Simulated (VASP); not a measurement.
# MoS2 (R3m) in VASP: a series of runs

MoS2 is run at these levels: PBEsol; tasks: electric field gradients.

Program: VASP 6.6.1. These are calculated values, not measurements. Logs are shortened: lines on timing, memory, paths and dates and some standing lists are left out, and cuts for length are marked.

**1. The cell of the first run**

The structure is trigonal, space group R3m (No. 160). Conventional cell: a = 3.163 Å, b = 3.163 Å, c = 18.186 Å, α = 90.00°, β = 90.00°, γ = 120.00°. Within 3.1 Å of Mo (site symmetry 3m) lie 6 S at 2.35 to 2.36 Å. S (site symmetry 3m) has 3 Mo at 2.35 Å and 1 S at 2.97 Å within 3.1 Å. S (site symmetry 3m) has 3 Mo at 2.36 Å and 1 S at 2.97 Å within 3.1 Å.

**2. Electric field gradients, PBEsol (zz strain of -1 %)**

INCAR

```
SYSTEM = MoS2
PREC = Accurate ; ENCUT = 520
EDIFF = 1E-8 ; ISMEAR = -1
SIGMA = 0.05 ; LREAL = .False.
LASPH = .True. ; NELM = 100
ALGO = Normal ; ISIF = 2
LWAVE = .False. ; LCHARG = .False.
GGA = PS ; LEFG = .True.
NBANDS = 20
```

KPOINTS

```
Automatic mesh
0
Gamma
  13 13 13
  0 0 0
```

POSCAR

```
MoS2
1.0
    1.5815003568      0.9130796567      6.0620967000
   -1.5815003568      0.9130796567      6.0620967000
    0.0000000000     -1.8261593134      6.0620967000
Mo S
1 2
Direct
    0.0000000000      0.0000000000      0.0000000000
    0.7484000000      0.7484000000      0.7484000000
    0.5849000000      0.5849000000      0.5849000000
```

Potentials or basis: VASP PAW PBE potentials, release 64 (Mo_sv, S).

Command:

```console
$ cat potpaw_PBE.64/Mo_sv/POTCAR potpaw_PBE.64/S/POTCAR > POTCAR
$ mpirun -np 1 vasp_std > vasp.out
```

OUTCAR:

```text
SYSTEM = MoS2
   PREC = Accurate
   ENCUT = 520
   EDIFF = 1E-8
   ISMEAR = -1
   LREAL = .False.
   LASPH = .True.
   NELM = 100
   ISIF = 2
   GGA = PS

 ion  position               nearest neighbor table
   1  0.000  0.000  0.000-   2 2.35   2 2.35   2 2.35   3 2.36   3 2.36   3 2.36
   2  0.748  0.748  0.748-   1 2.35   1 2.35   1 2.35
   3  0.585  0.585  0.585-   1 2.36   1 2.36   1 2.36

  LATTYP: Found a trigonal (rhomboedric) cell.
 ALAT       =     6.3311826887
 COS(alpha) =     0.8752045092

  Lattice vectors:

 A1 = (   1.5815003568,   0.9130796567,   6.0620967000)
 A2 = (  -1.5815003568,   0.9130796567,   6.0620967000)
 A3 = (   0.0000000000,  -1.8261593134,   6.0620967000)

Analysis of symmetry for initial positions (statically):
=====================================================================
 Subroutine PRICEL returns:
 Original cell was already a primitive cell.

 Routine SETGRP: Setting up the symmetry group for a
 trigonal (rhombohedral) supercell.

 Subroutine GETGRP returns: Found  6 space group operations
 (whereof  6 operations were pure point group operations)
 out of a pool of 12 trial point group operations.

The static configuration has the point symmetry C_3v.

Analysis of symmetry for dynamics (positions and initial velocities):
=====================================================================
 Subroutine PRICEL returns:
 Original cell was already a primitive cell.

 Routine SETGRP: Setting up the symmetry group for a
 trigonal (rhombohedral) supercell.

 Subroutine GETGRP returns: Found  6 space group operations
 (whereof  6 operations were pure point group operations)
 out of a pool of 12 trial point group operations.

The dynamic configuration has the point symmetry C_3v.

 Subroutine INISYM returns: Found  6 space group operations
 (whereof  6 operations are pure point group operations),
 and found     1 'primitive' translations

----------------------------------------------------------------------------------------

                                     Primitive cell

  volume of cell :      52.5233

  direct lattice vectors                    reciprocal lattice vectors
     1.581500357  0.913079657  6.062096700     0.316155477  0.182532450  0.054986476
    -1.581500357  0.913079657  6.062096700    -0.316155477  0.182532450  0.054986476
     0.000000000 -1.826159313  6.062096700     0.000000000 -0.365064900  0.054986476

  length of vectors
     6.331182689  6.331182689  6.331182689     0.369182737  0.369182737  0.369182737

  position of ions in fractional coordinates (direct lattice)
     0.000000000  0.000000000  0.000000000
     0.748400000  0.748400000  0.748400000
     0.584900000  0.584900000  0.584900000

  ion indices of the primitive-cell ions
   primitive index   ion index
                 1           1
                 2           2
                 3           3

----------------------------------------------------------------------------------------

 KPOINTS: Automatic mesh

Automatic generation of k-mesh.
 Grid dimensions read from file:
 generate k-points for:   13   13   13

 Generating k-lattice:

  Cartesian coordinates                     Fractional coordinates (reciprocal lattice)
     0.024319652  0.014040958  0.004229729     0.076923077  0.000000000  0.000000000
    -0.024319652  0.014040958  0.004229729     0.000000000  0.076923077  0.000000000
     0.000000000 -0.028081915  0.004229729     0.000000000  0.000000000  0.076923077

  Length of vectors
     0.028398672  0.028398672  0.028398672

  Shift w.r.t. Gamma in fractional coordinates (k-lattice)
     0.000000000  0.000000000  0.000000000

 Subroutine IBZKPT returns following result:
 ===========================================

 Found    231 irreducible k-points:

 Following reciprocal coordinates:
            Coordinates               Weight
  0.000000  0.000000  0.000000      1.000000
  0.076923 -0.000000 -0.000000      6.000000
  0.153846  0.000000  0.000000      6.000000
  0.230769  0.000000 -0.000000      6.000000
  0.307692  0.000000  0.000000      6.000000
  0.384615  0.000000  0.000000      6.000000
[... 16 lines left out ...]
  0.384615  0.153846 -0.000000     12.000000
  0.461538  0.153846  0.000000     12.000000
 [... further k-points ...]
   k-points           NKPTS =    231   k-points in BZ     NKDIM =    231   number of bands    NBANDS=     20
   number of dos      NEDOS =    301   number of ions     NIONS =      3
   total plane-waves  NPLWV = 110592
   dimension x,y,z NGX =    48 NGY =   48 NGZ =   48
   dimension x,y,z NGXF=    96 NGYF=   96 NGZF=   96
   ions per type =               1   2
   NGX,Y,Z   is equivalent  to a cutoff of  12.60, 12.60, 12.60 a.u.
   NGXF,Y,Z  is equivalent  to a cutoff of  25.21, 25.21, 25.21 a.u.
 SYSTEM =  MoS2
   PREC   = accura    normal or accurate (medium, high low for compatibility)
   ISTART =      0    job   : 0-new  1-cont  2-samecut
   ICHARG =      2    charge: 1-file 2-atom 10-const
   ISPIN  =      1    spin polarized calculation?
   LNONCOLLINEAR =      F non collinear calculations
   LSORBIT =      F    spin-orbit coupling
   LASPH  =      T    aspherical Exc in radial PAW
   ENCUT  =  520.0 eV  38.22 Ry    6.18 a.u.  11.77 11.77 11.77*2*pi/ulx,y,z
   NELM   =    100;   NELMIN=  2; NELMDL= -5     # of ELM steps
   EDIFF  = 0.1E-07   stopping-criterion for ELM
   LREAL  =      F    real-space projection
   EDIFFG = 0.1E-06   stopping-criterion for IOM
   NSW    =      0    number of steps for IOM
   IBRION =     -1    ionic relax: 0-MD 1-quasi-New 2-CG
   NFREE  =      0    steps in history (QN), initial steepest desc. (CG)
   ISIF   =      2    stress and relaxation
   ISYM   =      2    0-nonsym 1-usesym 2-fastsym
   POTIM  = 0.5000    time-step for ionic-motion
   TEBEG  =    0.0;   TEEND  =   0.0 temperature during run
   PSTRESS=    0.0 pullay stress
   NELECT =      26.0000    total number of electrons
   NUPDOWN=      -1.0000    fix difference up-down
   EMIN   =  10.00;   EMAX   =-10.00  energy-range for DOS
   EFERMI =   0.00;   METHOD = LEGACY
   ISMEAR =    -1;   SIGMA  =   0.05  broadening in eV -4-tet -1-fermi 0-gaus
   EFERMI_NEDOS =   21; number of points for ismear=-14 and -15
   IALGO  =     38    algorithm
   IMIX   =      4    mixing-type and parameters
     AMIX     =   0.40;   BMIX     =  1.00
     AMIX_MAG =   1.60;   BMIX_MAG =  1.00
  volume/ion in A,a.u.               =      17.51       118.15
  Fermi-wavevector in a.u.,A,eV,Ry     =   1.295036  2.447264 22.818588  1.677119
  Thomas-Fermi vector in A             =   2.426581
   LORBIT       =      0    0 simple, 1 ext, 2 COOP (PROOUT), +10 PAW based schemes
   GGA     = PS    functional components
   LHFCALC =     F    Hartree Fock is set to
   AEXX    =    0.0000 exact exchange contribution
   IVDW    =     0    specifies the selected vdW correction
   LEPSILON=     F    determine dielectric tensor
   LRPA    =     F    only Hartree local field effects (RPA)
 non-spin polarized calculation
  energy-cutoff  :      520.00
  volume of cell :       52.52
 maximum number of plane-waves:      1430
   NGX = 23   NGY = 23   NGZ = 23

 number of electron      26.0000002 magnetization

 Free energy of the ion-electron system (eV)
  ---------------------------------------------------
  ext. energy  EPLUGINS =         0.00000000
  ---------------------------------------------------
  free energy    TOTEN  =       -23.36102119 eV

  energy without entropy =      -23.36099861  energy(sigma->0) =      -23.36100990

 E-fermi :   8.1760     XC(G=0): -11.0276

 val. band max:        7.9494742985   @ k =   0.4615   0.4615   0.4615
 cond. band min:       8.5548328953   @ k =  -0.3077   0.3077   0.0000
 fundamental gap:      0.6053585968
 Fermi energy:         8.1760417313

 k-point     1 :       0.0000    0.0000    0.0000
  band No.  band energies     occupation
      1     -53.7297      2.00000
      2     -27.9487      2.00000
      3     -27.7293      2.00000
      4     -27.7293      2.00000
      5      -7.5596      2.00000
      6      -5.6157      2.00000
[... 12 lines left out ...]
     19      15.8130      0.00000
     20      16.1052      0.00000

 k-point     2 :       0.0769   -0.0000   -0.0000
  band No.  band energies     occupation
      1     -53.7273      2.00000
      2     -27.9437      2.00000
      3     -27.7544      2.00000
      4     -27.7349      2.00000
      5      -7.4646      2.00000
      6      -5.5933      2.00000
[... 12 lines left out ...]
     19      16.1390      0.00000
     20      16.2569      0.00000

 k-point     3 :       0.1538    0.0000    0.0000
  band No.  band energies     occupation
      1     -53.7205      2.00000
      2     -27.9298      2.00000
      3     -27.8235      2.00000
      4     -27.7505      2.00000
      5      -7.1924      2.00000
      6      -5.5289      2.00000
[... 12 lines left out ...]
     19      16.2270      0.00000
     20      16.8543      0.00000

 k-point     4 :       0.2308    0.0000   -0.0000
  band No.  band energies     occupation
      1     -53.7108      2.00000
      2     -27.9196      2.00000
      3     -27.9101      2.00000
      4     -27.7723      2.00000
      5      -6.7819      2.00000
      6      -5.4317      2.00000
[... 12 lines left out ...]
     19      16.1403      0.00000
     20      16.7346      0.00000

 k-point     5 :       0.3077    0.0000    0.0000
  band No.  band energies     occupation
      1     -53.7006      2.00000
      2     -28.0200      2.00000
      3     -27.8892      2.00000
      4     -27.7953      2.00000
      5      -6.3006      2.00000
      6      -5.3192      2.00000
[... 12 lines left out ...]
     19      15.3366      0.00000
     20      15.9320      0.00000
[... 353 lines left out ...]
      6      -5.5032      2.00000
[... 12 lines left out ...]
     19      16.4185      0.00000
     20      16.5740      0.00000

 k-point    22 :       0.3077    0.1538    0.0000
  band No.  band energies     occupation
      1     -53.7059      2.00000
      2     -27.9534      2.00000
      3     -27.9000      2.00000
      4     -27.7988      2.00000
      5      -6.5331      2.00000
      6      -5.4128      2.00000
[... 12 lines left out ...]
     19      16.2683      0.00000
     20      16.7154      0.00000

 k-point    23 :       0.3846    0.1538   -0.0000
  band No.  band energies     occupation
      1     -53.6968      2.00000
      2     -28.0275      2.00000
      3     -27.8814      2.00000
      4     -27.8341      2.00000
      5      -6.0877      2.00000
      6      -5.2988      2.00000
[... 12 lines left out ...]
     19      15.7939      0.00000
     20      16.4537      0.00000

 k-point    24 :       0.4615    0.1538    0.0000
  band No.  band energies     occupation
      1     -53.6893      2.00000
      2     -28.0872      2.00000
      3     -27.8660      2.00000
      4     -27.8644      2.00000
      5      -5.6814      2.00000
      6      -5.1880      2.00000
[... 12 lines left out ...]
     19      15.6916      0.00000
     20      16.2877      0.00000

 [... further k-points ...]
[... 5 lines left out ...]
  --------------------------------------------------------------------------------------
  -------------------------------------------------------------------------------------
  Total        0.9346409      0.9346409      4.0724241      0.0000000      0.0000000      0.0000000
  in kB       28.5103997     28.5103997    124.2257169      0.0000000      0.0000000      0.0000000
  external PRESSURE =      60.4155054 kB  Pullay stress =       0.0000000 kB

 VOLUME and BASIS-vectors are now :
 -----------------------------------------------------------------------------
  energy-cutoff  :      520.00
  volume of cell :       52.52
      direct lattice vectors                 reciprocal lattice vectors
     1.581500357  0.913079657  6.062096700     0.316155477  0.182532450  0.054986476
    -1.581500357  0.913079657  6.062096700    -0.316155477  0.182532450  0.054986476
     0.000000000 -1.826159313  6.062096700     0.000000000 -0.365064900  0.054986476

 POSITION                                       TOTAL-FORCE (eV/Angst)
 -----------------------------------------------------------------------------------
      0.00000      0.00000      0.00000         0.000000      0.000000     -0.003657
      0.00000      0.00000     13.61062         0.000000      0.000000      1.340123
      0.00000      0.00000     10.63716         0.000000      0.000000     -1.336466
 -----------------------------------------------------------------------------------
    total drift:                                0.000000      0.000000     -0.000037

  FREE ENERGIE OF THE ION-ELECTRON SYSTEM (eV)
  ---------------------------------------------------
  free  energy   TOTEN  =       -23.3610211879 eV

  energy  without entropy=      -23.3609986117  energy(sigma->0) =      -23.36100990

 Electric field gradients (V/A^2)
---------------------------------------------------------------------
 ion       V_xx      V_yy      V_zz      V_xy      V_xz      V_yz
---------------------------------------------------------------------
   1      48.793    48.793   -97.585     0.000     0.000    -0.000
   2      32.557    32.557   -65.114     0.000    -0.000    -0.000
   3      31.791    31.791   -63.581     0.000     0.000     0.000
---------------------------------------------------------------------

 Electric field gradients after diagonalization (V/A^2)
 (convention: |V_zz| > |V_xx| > |V_yy|)
----------------------------------------------------------------------
 ion       V_xx      V_yy      V_zz     asymmetry (V_yy - V_xx)/ V_zz
----------------------------------------------------------------------
   1      48.793    48.793   -97.585       0.000
   2      32.557    32.557   -65.114       0.000
   3      31.791    31.791   -63.581       0.000
----------------------------------------------------------------------

           NMR quadrupolar parameters

 Cq : quadrupolar parameter    Cq=e*Q*V_zz/h
 eta: asymmetry parameters     (V_yy - V_xx)/ V_zz
 Q  : nuclear electric quadrupole moment in mb (millibarn)
----------------------------------------------------------------------
 ion       Cq(MHz)       eta       Q (mb)
----------------------------------------------------------------------
   1      -0.236       0.000       1.000
   2      -0.157       0.000       1.000
   3      -0.154       0.000       1.000
----------------------------------------------------------------------
```

Wall time 6.7 min (1 thread of Intel Xeon 6975P-C (Granite Rapids), shared host); peak memory 0.47 GiB.

Results:

* Free energy: -23.3610 eV
* Pressure: 6.0 GPa
* Largest force: 1.340 eV/Å
* Band gap on the k mesh: 0.61 eV, indirect (least direct gap 1.79 eV)

Forces on the atoms (eV/Å):
```
Mo   0.000  0.000 -0.004
S    0.000  0.000  1.340
S    0.000  0.000 -1.336
```

Levels at points of the mesh, in eV from the valence-band top:
| k point | band 10 | band 11 | band 12 | band 13 | band 14 | band 15 | band 16 | band 17 |
| --- | --- | --- | --- | --- | --- | --- | --- | --- |
| (0.00, 0.00, 0.00) | -2.81 | -2.81 | -1.30 | -1.23 | 1.82 | 1.82 | 2.41 | 2.41 |

Electric field gradients, principal values (V/Å²):
| atom | least | middle | greatest (by size) |
| --- | --- | --- | --- |
| 1 Mo | 48.793 | 48.793 | -97.585 |
| 2 S | 32.557 | 32.557 | -65.114 |
| 3 S | 31.791 | 31.791 | -63.581 |

Caveat: the cell differs from its parent crystal (zz strain of -1 %); without QUAD_EFG the Cq values of the log hold for a quadrupole moment of 1 mb, not for the nuclei; the PAW data sets were made with another functional, which shifts forces and pressure a little. A k mesh can miss the band edges.

**3. Electric field gradients, PBEsol (volume scaled by 1.06)**

INCAR

```
SYSTEM = MoS2
PREC     = Accurate       ! precision mode
ENCUT    = 520            ! plane-wave cutoff, eV
EDIFF    = 1E-8           ! SCF threshold, eV
ISMEAR   = -1             ! smearing method
SIGMA    = 0.05           ! smearing width, eV
LREAL    = .False.        ! projectors in reciprocal space
LASPH    = .True.         ! aspherical terms in the spheres
NELM     = 80             ! most SCF steps
ALGO     = Normal         ! electronic algorithm
ISIF     = 2              ! what is computed and relaxed
LWAVE    = .False.        ! write WAVECAR
LCHARG   = .False.        ! write CHGCAR
GGA      = PS             ! functional
LEFG     = .True.       
NBANDS   = 20             ! bands
```

KPOINTS

```
regular mesh
0
Gamma
  13 13 13
  0 0 0
```

POSCAR

```
MoS2
1.0
    1.6125180425      0.9309877259      6.2434257839
   -1.6125180425      0.9309877259      6.2434257839
    0.0000000000     -1.8619754517      6.2434257839
Mo S
1 2
Direct
    0.0000000000      0.0000000000      0.0000000000
    0.7484000000      0.7484000000      0.7484000000
    0.5849000000      0.5849000000      0.5849000000
```

Potentials or basis: VASP PAW PBE potentials, release 64 (Mo_sv, S).

Command:

```console
$ cat potpaw_PBE.64/Mo_sv/POTCAR potpaw_PBE.64/S/POTCAR > POTCAR
$ mpirun -np 1 vasp_std > vasp.out
```

OUTCAR:

```text
SYSTEM = MoS2
   PREC = Accurate
   ENCUT = 520
   EDIFF = 1E-8
   ISMEAR = -1
   LREAL = .False.
   LASPH = .True.
   NELM = 80
   ISIF = 2
   GGA = PS

 ion  position               nearest neighbor table
   1  0.000  0.000  0.000-   2 2.41   2 2.41   2 2.41   3 2.41   3 2.41   3 2.41
   2  0.748  0.748  0.748-   1 2.41   1 2.41   1 2.41
   3  0.585  0.585  0.585-   1 2.41   1 2.41   1 2.41

  LATTYP: Found a trigonal (rhomboedric) cell.
 ALAT       =     6.5151606352
 COS(alpha) =     0.8774851014

  Lattice vectors:

 A1 = (   1.6125180425,   0.9309877259,   6.2434257839)
[... 771 lines left out ...]

 Electric field gradients (V/A^2)
---------------------------------------------------------------------
 ion       V_xx      V_yy      V_zz      V_xy      V_xz      V_yz
---------------------------------------------------------------------
   1      43.489    43.489   -86.977     0.000    -0.000    -0.000
   2      29.393    29.393   -58.785     0.000    -0.000    -0.000
   3      28.831    28.831   -57.663     0.000     0.000    -0.000
---------------------------------------------------------------------

 Electric field gradients after diagonalization (V/A^2)
 (convention: |V_zz| > |V_xx| > |V_yy|)
----------------------------------------------------------------------
 ion       V_xx      V_yy      V_zz     asymmetry (V_yy - V_xx)/ V_zz
----------------------------------------------------------------------
   1      43.489    43.489   -86.977       0.000
   2      29.393    29.393   -58.785       0.000
   3      28.831    28.831   -57.663       0.000
----------------------------------------------------------------------

           NMR quadrupolar parameters

 Cq : quadrupolar parameter    Cq=e*Q*V_zz/h
 eta: asymmetry parameters     (V_yy - V_xx)/ V_zz
 Q  : nuclear electric quadrupole moment in mb (millibarn)
----------------------------------------------------------------------
 ion       Cq(MHz)       eta       Q (mb)
----------------------------------------------------------------------
   1      -0.210       0.000       1.000
   2      -0.142       0.000       1.000
   3      -0.139       0.000       1.000
----------------------------------------------------------------------
```

Run time: 11 min. Hardware: 1 thread of Intel Xeon 6975P-C, shared host; peak memory 0.49 GiB.

What came out:

- Free energy: -23.3914 eV
- Pressure: -4.5 GPa
- Largest force: 0.004 eV/Å
- Band gap on the k mesh: 0.75 eV, indirect (least direct gap 1.68 eV)

Forces in eV/Å, atoms in the order of the input:
```
Mo   0.000  0.000 -0.003
S    0.000  0.000  0.004
S    0.000  0.000 -0.001
```

Electric field gradients, principal values (V/Å²):
```
atom   least  middle  greatest (by size)
1 Mo  43.489  43.489             -86.977
 2 S  29.393  29.393             -58.785
 3 S  28.831  28.831             -57.663
```

Caveat: without QUAD_EFG the Cq values of the log hold for a quadrupole moment of 1 mb, not for the nuclei; the PAW data sets were made with another functional, which shifts forces and pressure a little. A k mesh can miss the band edges.

[end of part 1 of 2]
